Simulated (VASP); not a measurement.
Input of a VASP 6.6.1 run:

File INCAR:

```
PREC     = Accurate       # precision mode
ENCUT    = 520            # plane-wave cutoff, eV
EDIFF    = 1E-6           # SCF threshold, eV
ISMEAR   = 0              # smearing method
SIGMA    = 0.1            # smearing width, eV
LREAL    = False          # projectors in reciprocal space
LASPH    = True           # aspherical terms in the spheres
NELM     = 100            # most SCF steps
ALGO     = Fast           # electronic algorithm
ISIF     = 2              # what is computed and relaxed
LWAVE    = False          # write WAVECAR
LCHARG   = False          # write CHGCAR
GGA      = PE             # functional
NBANDS   = 16             # bands
```

Contents of KPOINTS:

```
Automatic mesh
0
Gamma
  12 12 12
```

File POSCAR:

```
Rb
1.0
   -2.2955331010      2.2955331010      8.7002066315
    2.2955331010     -2.2955331010      8.7002066315
    2.2955331010      2.2955331010     -8.7002066315
Rb
2
Direct
    0.2500000000      0.7500000000      0.5000000000
    0.5000000000      0.5000000000      0.0000000000
```

Potentials or basis: VASP PAW PBE potentials, release 64 (Rb_sv).

The run is started by

```console
$ cat potpaw_PBE.64/Rb_sv/POTCAR > POTCAR
$ mpirun -np 1 vasp_std > vasp.out
```

(1) Predict the pressure.

(2) What does it give for the band gap on the k mesh?

## Answers

(1) 0.1 GPa.

(2) zero (bands 9 and 10 overlap by 2.37 eV).

Caveat: the cell differs from its parent crystal (strained).
